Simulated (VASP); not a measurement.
# Be4Se3 (P-62m) in VASP: relaxation of cell and atoms with PBE

Aim: the relaxation of cell and atoms of Be4Se3 with PBE.

Everything below comes from runs of VASP 6.6.1. Logs are shortened: lines on timing, memory, paths and dates and some standing lists are left out, and cuts for length are marked.

## 1. The cell of the first run

Symmetry: P-62m, No. 189, hexagonal system. Conventional cell: a = 6.234 Å, b = 6.234 Å, c = 4.648 Å, α = 90.00°, β = 90.00°, γ = 120.00°. Within 2.8 Å of Be (site symmetry 3m) lie 2 Be at 2.08 to 2.57 Å and 3 Se at 2.36 Å. Be (site symmetry -6) has 3 Se at 2.13 Å within 2.8 Å. Within 2.8 Å of Se (site symmetry m2m) lie 4 Be at 2.13 to 2.36 Å.

The cell was generated, and may not be a known phase.

## 2. Relaxation of cell and atoms, PBE

Input file INCAR:

```
SYSTEM = Be4Se3
PREC = Accurate ; ENCUT = 600
EDIFF = 1E-7 ; ISMEAR = 0
SIGMA = 0.02 ; LREAL = .False.
LASPH = .True. ; NELM = 100
ALGO = Normal ; ISIF = 3
LWAVE = .False. ; LCHARG = .False.
GGA = PE ; IBRION = 2
NSW = 100 ; EDIFFG = -0.01
```

Input file KPOINTS:

```
regular mesh
0
Gamma
  6 6 6
  0 0 0
```

Input file POSCAR:

```
Be4Se3
1.0
    6.2342500466      0.0000000000      0.0000000000
   -3.1171250233      5.3990189139      0.0000000000
    0.0000000000      0.0000000000      4.6484479727
Be Se
4 3
Direct
    0.0000000000      0.0000000000      0.7759600820
    0.0000000000      0.0000000000      0.2240399180
    0.3333333333      0.6666666667      0.5000000000
    0.6666666667      0.3333333333      0.5000000000
    0.3178715813      0.0000000000      0.5000000000
    0.0000000000      0.3178715813      0.5000000000
    0.6821284187      0.6821284187      0.5000000000
```

Potentials or basis: VASP PAW PBE potentials, release 64 (Be, Se).

Command:

```
$ cat potpaw_PBE.64/Be/POTCAR potpaw_PBE.64/Se/POTCAR > POTCAR
$ mpirun -np 1 vasp_std > vasp.out
```

OUTCAR:

```text
SYSTEM = Be4Se3
   PREC = Accurate
   ENCUT = 600
   EDIFF = 1E-7
   ISMEAR = 0
   LREAL = .False.
   LASPH = .True.
   NELM = 100
   ISIF = 3
   GGA = PE
   IBRION = 2
   NSW = 100
   EDIFFG = -0.01

 ion  position               nearest neighbor table
   1  0.000  0.000  0.776-   2 2.08   5 2.36   6 2.36   7 2.36
   2  0.000  0.000  0.224-   1 2.08   5 2.36   6 2.36   7 2.36
   3  0.333  0.667  0.500-   5 2.13   6 2.13   7 2.13
   4  0.667  0.333  0.500-   6 2.13   5 2.13   7 2.13
   5  0.318  0.000  0.500-   3 2.13   4 2.13   1 2.36   2 2.36
   6  0.000  0.318  0.500-   4 2.13   3 2.13   1 2.36   2 2.36
   7  0.682  0.682  0.500-   3 2.13   4 2.13   1 2.36   2 2.36

  LATTYP: Found a hexagonal cell.
 ALAT       =     6.2342500466
 C/A-ratio  =     0.7456306593

  Lattice vectors:

 A1 = (   6.2342500466,   0.0000000000,   0.0000000000)
 A2 = (  -3.1171250233,   5.3990189139,   0.0000000000)
 A3 = (   0.0000000000,   0.0000000000,   4.6484479727)

Analysis of symmetry for initial positions (statically):
=====================================================================
 Subroutine PRICEL returns:
 Original cell was already a primitive cell.

 Routine SETGRP: Setting up the symmetry group for a
 hexagonal supercell.

 Subroutine GETGRP returns: Found 12 space group operations
 (whereof 12 operations were pure point group operations)
 out of a pool of 24 trial point group operations.

The static configuration has the point symmetry D_3h.

Analysis of symmetry for dynamics (positions and initial velocities):
=====================================================================
 Subroutine PRICEL returns:
 Original cell was already a primitive cell.

 Routine SETGRP: Setting up the symmetry group for a
 hexagonal supercell.

 Subroutine GETGRP returns: Found 12 space group operations
 (whereof 12 operations were pure point group operations)
 out of a pool of 24 trial point group operations.

The dynamic configuration has the point symmetry D_3h.

 Subroutine INISYM returns: Found 12 space group operations
 (whereof 12 operations are pure point group operations),
 and found     1 'primitive' translations

----------------------------------------------------------------------------------------

                                     Primitive cell

  volume of cell :     156.4613

  direct lattice vectors                    reciprocal lattice vectors
[... 107 lines left out ...]
   PSTRESS=    0.0 pullay stress
   NELECT =      26.0000    total number of electrons
   NUPDOWN=      -1.0000    fix difference up-down
   EMIN   =  10.00;   EMAX   =-10.00  energy-range for DOS
   EFERMI =   0.00;   METHOD = LEGACY
   ISMEAR =     0;   SIGMA  =   0.02  broadening in eV -4-tet -1-fermi 0-gaus
   EFERMI_NEDOS =   21; number of points for ismear=-14 and -15
   IALGO  =     38    algorithm
   IMIX   =      4    mixing-type and parameters
     AMIX     =   0.40;   BMIX     =  1.00
     AMIX_MAG =   1.60;   BMIX_MAG =  1.00
  volume/ion in A,a.u.               =      22.35       150.84
  Fermi-wavevector in a.u.,A,eV,Ry     =   0.900044  1.700836 11.021790  0.810079
  Thomas-Fermi vector in A             =   2.022953
   LORBIT       =      0    0 simple, 1 ext, 2 COOP (PROOUT), +10 PAW based schemes
   GGA     = PE    functional components
   LHFCALC =     F    Hartree Fock is set to
   AEXX    =    0.0000 exact exchange contribution
   IVDW    =     0    specifies the selected vdW correction
   LEPSILON=     F    determine dielectric tensor
   LRPA    =     F    only Hartree local field effects (RPA)
 conjugate gradient relaxation of ions
 non-spin polarized calculation
 Gauss-broadening in eV      SIGMA  =   0.02
  energy-cutoff  :      600.00
  volume of cell :      156.46
 maximum number of plane-waves:      5275
 NGX is ok and might be reduce to    50
   NGX = 25   NGY = 25   NGZ = 19

--------------------------------------- Ionic step        1  -------------------------------------------

 number of electron      26.0000000 magnetization

 Free energy of the ion-electron system (eV)
  ---------------------------------------------------
  ext. energy  EPLUGINS =         0.00000000
  ---------------------------------------------------
  free energy    TOTEN  =       -27.30699632 eV

  energy without entropy =      -27.30699632  energy(sigma->0) =      -27.30699632

------------------------ aborting loop because EDIFF is reached ----------------------------------------

  FORCE on cell =-STRESS in cart. coord.  units (eV):
  Direction    XX          YY          ZZ          XY          YZ          ZX
  --------------------------------------------------------------------------------------
  -------------------------------------------------------------------------------------
  Total        0.1132535      0.1132535     -0.0373556      0.0000000     -0.0000000      0.0000000
  in kB        1.1597254      1.1597254     -0.3825245      0.0000000     -0.0000000      0.0000000
  external PRESSURE =       0.6456421 kB  Pullay stress =       0.0000000 kB
[... 110 lines left out ...]
--------------------------------------- Ionic step        4  -------------------------------------------

 number of electron      26.0000000 magnetization

 Free energy of the ion-electron system (eV)
  ---------------------------------------------------
  ext. energy  EPLUGINS =         0.00000000
  ---------------------------------------------------
  free energy    TOTEN  =       -27.30744755 eV

  energy without entropy =      -27.30744755  energy(sigma->0) =      -27.30744755

 E-fermi :   2.8084     XC(G=0):  -7.8015

 val. band max:        2.7113330701   @ k =   0.3333   0.3333   0.5000
 cond. band min:       3.3974117022   @ k =   0.1667   0.1667   0.5000
 fundamental gap:      0.6860786321
 Fermi energy:         2.8084376360

 k-point     1 :       0.0000    0.0000    0.0000
  band No.  band energies     occupation
      1     -12.4866      2.00000
      2     -11.2027      2.00000
      3     -11.2027      2.00000
      4      -4.5370      2.00000
      5      -3.5221      2.00000
      6      -3.5221      2.00000
[... 457 lines left out ...]
      4      -4.5799      2.00000
      5      -3.6178      2.00000
      6      -2.7328      2.00000
[... 9 lines left out ...]
     16       5.5220      0.00000
     17       5.8261      0.00000

 [... further k-points ...]

------------------------ aborting loop because EDIFF is reached ----------------------------------------

  FORCE on cell =-STRESS in cart. coord.  units (eV):
  Direction    XX          YY          ZZ          XY          YZ          ZX
  --------------------------------------------------------------------------------------
  -------------------------------------------------------------------------------------
  Total       -0.0125650     -0.0125650      0.0219475      0.0000000      0.0000000      0.0000000
  in kB       -0.1285863     -0.1285863      0.2246047      0.0000000      0.0000000      0.0000000
  external PRESSURE =      -0.0108560 kB  Pullay stress =       0.0000000 kB
[... 22 lines left out ...]
  FREE ENERGIE OF THE ION-ELECTRON SYSTEM (eV)
  ---------------------------------------------------
  free  energy   TOTEN  =       -27.3074475492 eV

  energy  without entropy=      -27.3074475492  energy(sigma->0) =      -27.30744755

 reached required accuracy - stopping structural energy minimisation
```

It took 2.4 min on 1 thread of Intel Xeon 6975P-C (Granite Rapids), shared host; peak memory 0.36 GiB.

What came out:

```
Free energy                           : -27.3074 eV
Relaxed volume                        : 22.37 Å³/atom
Relaxed cell                          : a = 6.237 Å, b = 6.237 Å, c = 4.647 Å, α = 90.00°, β = 90.00°, γ = 120.00°
Space group after relaxing (to 0.1 Å) : P-62m (No. 189)
Energy gained by relaxing             : 0.1 meV/atom
Ionic steps                           : 4
Pressure after relaxing               : 0.0 GPa
Largest force after relaxing          : 0.005 eV/Å
Band gap on the k mesh                : 0.69 eV (least direct gap 1.14 eV)
```

Forces in eV/Å, atoms in the order of the input:
```
Be   0.000  0.000  0.005
Be   0.000  0.000 -0.005
Be   0.000  0.000  0.000
Be   0.000  0.000  0.000
Se  -0.002  0.000  0.000
Se   0.001 -0.002  0.000
Se   0.001  0.002  0.000
```

The path:
```tsv
step	energy change (eV)	largest force (eV/Å)	pressure (GPa)	volume (Å³)
1	0.0000	0.0595	0.06	156.46
2	-0.0004	0.0184	-0.04	156.67
3	-0.0004	0.0130	-0.05	156.69
4	-0.0005	0.0050	0.00	156.56
```

Final structure:
```cif
data_structure
_symmetry_space_group_name_H-M 'P 1'
_symmetry_Int_Tables_number 1
_cell_length_a 6.2372
_cell_length_b 6.2372
_cell_length_c 4.6469
_cell_angle_alpha 90.000
_cell_angle_beta 90.000
_cell_angle_gamma 120.000
_cell_volume 156.56
loop_
_atom_site_label
_atom_site_type_symbol
_atom_site_fract_x
_atom_site_fract_y
_atom_site_fract_z
_atom_site_occupancy
Be1 Be 0.00000 0.00000 0.77603 1
Be2 Be 0.00000 0.00000 0.22397 1
Be3 Be 0.33333 0.66667 0.50000 1
Be4 Be 0.66667 0.33333 0.50000 1
Se1 Se 0.31717 0.00000 0.50000 1
Se2 Se 0.00000 0.31717 0.50000 1
Se3 Se 0.68283 0.68283 0.50000 1
```

Levels at points of the mesh, in eV from the valence-band top:
| k point | band 10 | band 11 | band 12 | band 13 | band 14 | band 15 | band 16 | band 17 |
| --- | --- | --- | --- | --- | --- | --- | --- | --- |
| (0.00, 0.00, 0.00) | -2.83 | -2.70 | -2.70 | -1.80 | 1.93 | 2.15 | 2.20 | 2.96 |
| (0.50, 0.00, 0.00) | -3.85 | -3.67 | -3.06 | -1.60 | 1.58 | 1.90 | 1.94 | 3.08 |
| (0.00, 0.00, 0.50) | -3.58 | -2.62 | -2.62 | -0.91 | 1.06 | 2.17 | 2.17 | 2.43 |
| (0.50, 0.00, 0.50) | -4.08 | -3.96 | -3.86 | -0.45 | 1.01 | 1.98 | 2.05 | 3.64 |
